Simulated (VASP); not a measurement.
InSe2:

```
In Se
1.0
     3.89489    0.00000    0.00000
     0.00000    3.89489    0.00000
     0.00000    0.00000    9.62623
In Se
2 4
Direct
  0.00000 0.50000 0.70647
  0.50000 0.00000 0.29353
  0.00000 0.50000 0.36621
  0.50000 0.00000 0.63379
  0.00000 0.00000 0.00000
  0.50000 0.50000 0.00000
```

* Program: VASP 6.6.1
* Task: relaxation of cell and atoms
* Functional: PBEsol
* Potentials or basis: VASP PAW PBE potentials, release 64 (In_d, Se)
* Cutoff: 600 eV
* k mesh: 10 × 10 × 4
* Occupations: gaussian, width 0.1 eV
* Spin: no spin polarisation

At the start: pressure -3.3 GPa; volume 24.34 Å³/atom.

Problem. Where does the relaxation end?

Solution. Over 24 steps the energy falls by 14.5 meV/atom and the volume is 22.91 Å³/atom (-5.9 %); space group P4/nmm (No. 129, to 0.05 Å).

Step by step:
| step | energy change (eV) | largest force (eV/Å) | pressure (GPa) | volume (Å³) |
| --- | --- | --- | --- | --- |
| 1 | 0.0000 | 0.1021 | -3.27 | 146.03 |
| 2 | -0.0569 | 0.1099 | 1.77 | 135.79 |
| 3 | -0.0787 | 0.0326 | -0.14 | 139.15 |
| 4 | -0.0832 | 0.0196 | -0.09 | 138.53 |
| 5 | -0.0865 | 0.0192 | 0.02 | 137.46 |
| 6 | -0.0865 | 0.0190 | 0.03 | 137.40 |
| 7 | -0.0865 | 0.0188 | 0.03 | 137.36 |
| 8 | -0.0866 | 0.0176 | -0.02 | 137.47 |
| 9 | -0.0866 | 0.0191 | -0.07 | 137.54 |
| 10 | -0.0866 | 0.0165 | -0.09 | 137.53 |
| 11 | -0.0867 | 0.0148 | -0.05 | 137.50 |
| 12 | -0.0868 | 0.0127 | -0.01 | 137.43 |
| 13 | -0.0868 | 0.0121 | 0.02 | 137.44 |
| 14 | -0.0868 | 0.0112 | -0.01 | 137.48 |
| 15 | -0.0868 | 0.0120 | -0.03 | 137.50 |
| 16 | -0.0868 | 0.0136 | -0.05 | 137.56 |
| 17 | -0.0868 | 0.0130 | -0.05 | 137.54 |
| 18 | -0.0869 | 0.0117 | -0.01 | 137.48 |
| 19 | -0.0868 | 0.0083 | 0.05 | 137.37 |
| 20 | -0.0869 | 0.0097 | 0.03 | 137.44 |
| 21 | -0.0869 | 0.0084 | 0.00 | 137.46 |
| 22 | -0.0869 | 0.0065 | -0.01 | 137.49 |
| 23 | -0.0869 | 0.0053 | 0.00 | 137.47 |
| 24 | -0.0869 | 0.0032 | 0.01 | 137.44 |

Final structure:
```
In Se
1.0
     3.83576    0.00000    0.00000
     0.00000    3.83576    0.00000
     0.00000    0.00000    9.34119
In Se
2 4
Direct
  0.00000 0.50000 0.70439
  0.50000 0.00000 0.29561
  0.00000 0.50000 0.36708
  0.50000 0.00000 0.63292
  0.00000 0.00000 0.00000
  0.50000 0.50000 0.00000
```

Caveat: the PAW data sets were made with another functional, which shifts forces and pressure a little.
